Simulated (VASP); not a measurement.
# In5O (F-43m) in VASP: a series of runs

The runs below take In5O through single point, relaxation of cell and atoms, with PBE.

Program: VASP 6.6.1. These are calculated values, not measurements. Logs are shortened: lines on timing, memory, paths and dates and some standing lists are left out, and cuts for length are marked.

## Step 1: The cell of the first run

It takes space group F-43m (No. 216, cubic). The conventional cell has a = 8.583 Å, b = 8.583 Å, c = 8.583 Å, α = 90.00°, β = 90.00°, γ = 90.00°. In (site symmetry 3m) has 9 In at 3.02 to 3.56 Å and 3 O at 3.56 Å within 4.0 Å. In (site symmetry -43m) has 12 In at 3.56 Å and 4 O at 3.72 Å within 4.7 Å. Within 4.7 Å of O (site symmetry -43m) lie 16 In at 3.56 to 3.72 Å.

The cell was built from a structure type or drawn by symmetry, and may not be a known phase.

## Step 2: Single point, PBE

File INCAR:

```
PREC = Accurate
ENCUT = 520
EDIFF = 1E-6
ISMEAR = 0
SIGMA = 0.1
LREAL = F
LASPH = T
NELM = 100
ALGO = Normal
ISIF = 2
LWAVE = F
LCHARG = F
GGA = PE
NBANDS = 44
```

File KPOINTS:

```
Automatic mesh
0
Gamma
  8 8 8
```

File POSCAR:

```
In5O
1.0
    0.0000000000      4.2915454249      4.2915454249
    4.2915454249      0.0000000000      4.2915454249
    4.2915454249      4.2915454249      0.0000000000
In O
5 1
Direct
    0.3745970939      0.3745970939      0.8762087182
    0.3745970939      0.8762087182      0.3745970939
    0.8762087182      0.3745970939      0.3745970939
    0.3745970939      0.3745970939      0.3745970939
    0.7500000000      0.7500000000      0.7500000000
    0.0000000000      0.0000000000      0.0000000000
```

Potentials or basis: VASP PAW PBE potentials, release 64 (In_d, O).

Command:

```bash
> cat potpaw_PBE.64/In_d/POTCAR potpaw_PBE.64/O/POTCAR > POTCAR
> mpirun -np 1 vasp_std > vasp.out
```

OUTCAR:

```text
PREC = Accurate
   ENCUT = 520
   EDIFF = 1E-6
   ISMEAR = 0
   LREAL = F
   LASPH = T
   NELM = 100
   ISIF = 2
   GGA = PE

 ion  position               nearest neighbor table
   1  0.375  0.375  0.876-   2 3.02   3 3.02   4 3.02   2 3.04   3 3.04   4 3.04   5 3.56   5 3.56
                             5 3.56
   2  0.375  0.876  0.375-   1 3.02   3 3.02   4 3.02   3 3.04   1 3.04   4 3.04   5 3.56   5 3.56
                             5 3.56
   3  0.876  0.375  0.375-   1 3.02   2 3.02   4 3.02   2 3.04   1 3.04   4 3.04   5 3.56   5 3.56
                             5 3.56
   4  0.375  0.375  0.375-   1 3.02   2 3.02   3 3.02   3 3.04   2 3.04   1 3.04   5 3.56   5 3.56
                             5 3.56
   5  0.750  0.750  0.750-   1 3.56   2 3.56   1 3.56   3 3.56   2 3.56   3 3.56   4 3.56   4 3.56
                             4 3.56   1 3.56   2 3.56   3 3.56
   6  0.000  0.000  0.000-

  LATTYP: Found a face centered cubic cell.
 ALAT       =     8.5830908498

  Lattice vectors:

 A1 = (   0.0000000000,   4.2915454249,   4.2915454249)
 A2 = (   4.2915454249,   0.0000000000,   4.2915454249)
 A3 = (   4.2915454249,   4.2915454249,   0.0000000000)

Analysis of symmetry for initial positions (statically):
=====================================================================
 Subroutine PRICEL returns:
 Original cell was already a primitive cell.

 Routine SETGRP: Setting up the symmetry group for a
 face centered cubic supercell.

 Subroutine GETGRP returns: Found 24 space group operations
 (whereof 24 operations were pure point group operations)
 out of a pool of 48 trial point group operations.

The static configuration has the point symmetry T_d .

Analysis of symmetry for dynamics (positions and initial velocities):
=====================================================================
 Subroutine PRICEL returns:
 Original cell was already a primitive cell.

 Routine SETGRP: Setting up the symmetry group for a
 face centered cubic supercell.

 Subroutine GETGRP returns: Found 24 space group operations
 (whereof 24 operations were pure point group operations)
 out of a pool of 48 trial point group operations.

The dynamic configuration has the point symmetry T_d .

 Subroutine INISYM returns: Found 24 space group operations
 (whereof 24 operations are pure point group operations),
 and found     1 'primitive' translations

----------------------------------------------------------------------------------------

                                     Primitive cell

  volume of cell :     158.0779

  direct lattice vectors                    reciprocal lattice vectors
     0.000000000  4.291545425  4.291545425    -0.116508146  0.116508146  0.116508146
     4.291545425  0.000000000  4.291545425     0.116508146 -0.116508146  0.116508146
     4.291545425  4.291545425  0.000000000     0.116508146  0.116508146 -0.116508146

  length of vectors
     6.069161743  6.069161743  6.069161743     0.201798028  0.201798028  0.201798028

  position of ions in fractional coordinates (direct lattice)
     0.374597094  0.374597094  0.876208718
     0.374597094  0.876208718  0.374597094
     0.876208718  0.374597094  0.374597094
     0.374597094  0.374597094  0.374597094
     0.750000000  0.750000000  0.750000000
     0.000000000  0.000000000  0.000000000

  ion indices of the primitive-cell ions
   primitive index   ion index
                 1           1
                 2           2
                 3           3
                 4           4
                 5           5
                 6           6

----------------------------------------------------------------------------------------

 KPOINTS: Automatic mesh

Automatic generation of k-mesh.
 Grid dimensions read from file:
 generate k-points for:    8    8    8

 Generating k-lattice:

  Cartesian coordinates                     Fractional coordinates (reciprocal lattice)
    -0.014563518  0.014563518  0.014563518     0.125000000  0.000000000  0.000000000
     0.014563518 -0.014563518  0.014563518     0.000000000  0.125000000  0.000000000
     0.014563518  0.014563518 -0.014563518     0.000000000  0.000000000  0.125000000

  Length of vectors
     0.025224753  0.025224753  0.025224753

  Shift w.r.t. Gamma in fractional coordinates (k-lattice)
     0.000000000  0.000000000  0.000000000

 Subroutine IBZKPT returns following result:
 ===========================================

 Found     29 irreducible k-points:

 Following reciprocal coordinates:
            Coordinates               Weight
  0.000000  0.000000  0.000000      1.000000
  0.125000  0.000000  0.000000      8.000000
  0.250000  0.000000  0.000000      8.000000
  0.375000  0.000000  0.000000      8.000000
  0.500000  0.000000  0.000000      4.000000
  0.125000  0.125000  0.000000      6.000000
[... 16 lines left out ...]
  0.500000  0.250000  0.125000     48.000000
 -0.375000  0.250000  0.125000     24.000000
 [... further k-points ...]
   k-points           NKPTS =     29   k-points in BZ     NKDIM =     29   number of bands    NBANDS=     44
   number of dos      NEDOS =    301   number of ions     NIONS =      6
   total plane-waves  NPLWV = 110592
   dimension x,y,z NGX =    48 NGY =   48 NGZ =   48
   dimension x,y,z NGXF=    96 NGYF=   96 NGZF=   96
   ions per type =               5   1
   NGX,Y,Z   is equivalent  to a cutoff of  13.15, 13.15, 13.15 a.u.
   NGXF,Y,Z  is equivalent  to a cutoff of  26.30, 26.30, 26.30 a.u.
 SYSTEM =  unknown system
   PREC   = accura    normal or accurate (medium, high low for compatibility)
   ISTART =      0    job   : 0-new  1-cont  2-samecut
   ICHARG =      2    charge: 1-file 2-atom 10-const
   ISPIN  =      1    spin polarized calculation?
   LNONCOLLINEAR =      F non collinear calculations
   LSORBIT =      F    spin-orbit coupling
   LASPH  =      T    aspherical Exc in radial PAW
   ENCUT  =  520.0 eV  38.22 Ry    6.18 a.u.  11.28 11.28 11.28*2*pi/ulx,y,z
   NELM   =    100;   NELMIN=  2; NELMDL= -5     # of ELM steps
   EDIFF  = 0.1E-05   stopping-criterion for ELM
   LREAL  =      F    real-space projection
   EDIFFG = 0.1E-04   stopping-criterion for IOM
   NSW    =      0    number of steps for IOM
   IBRION =     -1    ionic relax: 0-MD 1-quasi-New 2-CG
   NFREE  =      0    steps in history (QN), initial steepest desc. (CG)
   ISIF   =      2    stress and relaxation
   ISYM   =      2    0-nonsym 1-usesym 2-fastsym
   POTIM  = 0.5000    time-step for ionic-motion
   TEBEG  =    0.0;   TEEND  =   0.0 temperature during run
   PSTRESS=    0.0 pullay stress
   NELECT =      71.0000    total number of electrons
   NUPDOWN=      -1.0000    fix difference up-down
   EMIN   =  10.00;   EMAX   =-10.00  energy-range for DOS
   EFERMI =   0.00;   METHOD = LEGACY
   ISMEAR =     0;   SIGMA  =   0.10  broadening in eV -4-tet -1-fermi 0-gaus
   EFERMI_NEDOS =   21; number of points for ismear=-14 and -15
   IALGO  =     38    algorithm
   IMIX   =      4    mixing-type and parameters
     AMIX     =   0.40;   BMIX     =  1.00
     AMIX_MAG =   1.60;   BMIX_MAG =  1.00
  volume/ion in A,a.u.               =      26.35       177.79
  Fermi-wavevector in a.u.,A,eV,Ry     =   1.253730  2.369206 21.386155  1.571838
  Thomas-Fermi vector in A             =   2.387569
   LORBIT       =      0    0 simple, 1 ext, 2 COOP (PROOUT), +10 PAW based schemes
   GGA     = PE    functional components
   LHFCALC =     F    Hartree Fock is set to
   AEXX    =    0.0000 exact exchange contribution
   IVDW    =     0    specifies the selected vdW correction
   LEPSILON=     F    determine dielectric tensor
   LRPA    =     F    only Hartree local field effects (RPA)
 non-spin polarized calculation
 Gauss-broadening in eV      SIGMA  =   0.10
  energy-cutoff  :      520.00
  volume of cell :      158.08
 maximum number of plane-waves:      4279
 NGX is ok and might be reduce to    48
   NGX = 23   NGY = 23   NGZ = 23

 number of electron      70.9999989 magnetization

 Free energy of the ion-electron system (eV)
  ---------------------------------------------------
  ext. energy  EPLUGINS =         0.00000000
  ---------------------------------------------------
  free energy    TOTEN  =       -15.85850235 eV

  energy without entropy =      -15.84118687  energy(sigma->0) =      -15.84984461

 E-fermi :   5.4764     XC(G=0):  -9.6026

 val. band max:        5.4416588333   @ k =  -0.3750   0.3750   0.0000
 cond. band min:       5.5094178727   @ k =   0.3750   0.1250   0.0000
 fundamental gap:      0.0677590394
 Fermi energy:         5.4764393228

 k-point     1 :       0.0000    0.0000    0.0000
  band No.  band energies     occupation
      1      -9.7883      2.00000
      2      -9.6821      2.00000
      3      -9.5257      2.00000
      4      -9.5257      2.00000
      5      -9.5257      2.00000
      6      -9.4955      2.00000
[... 36 lines left out ...]
     43       8.9169      0.00000
     44      12.8323      0.00000

 k-point     2 :       0.1250    0.0000    0.0000
  band No.  band energies     occupation
      1      -9.7730      2.00000
      2      -9.6785      2.00000
      3      -9.5188      2.00000
      4      -9.5134      2.00000
      5      -9.5134      2.00000
      6      -9.4802      2.00000
[... 36 lines left out ...]
     43       9.1239      0.00000
     44      13.0198      0.00000

 k-point     3 :       0.2500    0.0000    0.0000
  band No.  band energies     occupation
      1      -9.7443      2.00000
      2      -9.6609      2.00000
      3      -9.5004      2.00000
      4      -9.5004      2.00000
      5      -9.4938      2.00000
      6      -9.4159      2.00000
[... 36 lines left out ...]
     43       9.6192      0.00000
     44      11.7312      0.00000

 k-point     4 :       0.3750    0.0000    0.0000
  band No.  band energies     occupation
      1      -9.7313      2.00000
      2      -9.6305      2.00000
      3      -9.4924      2.00000
      4      -9.4924      2.00000
      5      -9.4413      2.00000
      6      -9.3149      2.00000
[... 882 lines left out ...]
     43      10.3756      0.00000
     44      10.6819      0.00000

 k-point    23 :       0.5000    0.2500    0.1250
  band No.  band energies     occupation
      1      -9.7267      2.00000
      2      -9.5799      2.00000
      3      -9.4796      2.00000
      4      -9.4550      2.00000
      5      -9.4229      2.00000
      6      -9.3380      2.00000
[... 36 lines left out ...]
     43      10.3869      0.00000
     44      10.6719      0.00000

 k-point    24 :      -0.3750    0.2500    0.1250
  band No.  band energies     occupation
      1      -9.7259      2.00000
      2      -9.5624      2.00000
      3      -9.4764      2.00000
      4      -9.4223      2.00000
      5      -9.4030      2.00000
      6      -9.2981      2.00000
[... 36 lines left out ...]
     43      10.2024      0.00000
     44      10.7235      0.00000

 [... further k-points ...]
[... 5 lines left out ...]
  --------------------------------------------------------------------------------------
  -------------------------------------------------------------------------------------
  Total       -0.0575142     -0.0575142     -0.0575142      0.0000000      0.0000000     -0.0000000
  in kB       -0.5829277     -0.5829277     -0.5829277      0.0000000      0.0000000     -0.0000000
  external PRESSURE =      -0.5829277 kB  Pullay stress =       0.0000000 kB

 VOLUME and BASIS-vectors are now :
 -----------------------------------------------------------------------------
  energy-cutoff  :      520.00
  volume of cell :      158.08
      direct lattice vectors                 reciprocal lattice vectors
     0.000000000  4.291545425  4.291545425    -0.116508146  0.116508146  0.116508146
     4.291545425  0.000000000  4.291545425     0.116508146 -0.116508146  0.116508146
     4.291545425  4.291545425  0.000000000     0.116508146  0.116508146 -0.116508146

 POSITION                                       TOTAL-FORCE (eV/Angst)
 -----------------------------------------------------------------------------------
      5.36789      5.36789      3.21520         0.000808      0.000808     -0.000808
      5.36789      3.21520      5.36789         0.000808     -0.000808      0.000808
      3.21520      5.36789      5.36789        -0.000808      0.000808      0.000808
      3.21520      3.21520      3.21520        -0.000808     -0.000808     -0.000808
      6.43732      6.43732      6.43732        -0.000000     -0.000000     -0.000000
      0.00000      0.00000      0.00000        -0.000000     -0.000000     -0.000000
 -----------------------------------------------------------------------------------
    total drift:                                0.000000      0.000000      0.000000

  FREE ENERGIE OF THE ION-ELECTRON SYSTEM (eV)
  ---------------------------------------------------
  free  energy   TOTEN  =       -15.8585023460 eV

  energy  without entropy=      -15.8411868741  energy(sigma->0) =      -15.84984461
```

It took 6.5 min on 1 thread of Intel Xeon Platinum 8259CL at 2.50GHz (Skylake/Cascade Lake), shared host; peak memory 0.39 GiB.

What came out:

```yaml
Free_energy: -15.8585 eV
Pressure: -0.1 GPa
Band_gap_on_the_k_mesh: zero (an odd number of electrons rules out a gap without spin polarisation)
```

Caveat: spin-orbit coupling is left out, which moves the levels of the heavy elements; an odd number of electrons without spin polarisation forces a metal; a magnetic or distorted state may lie lower.

(Continued in part 2 of 2.)
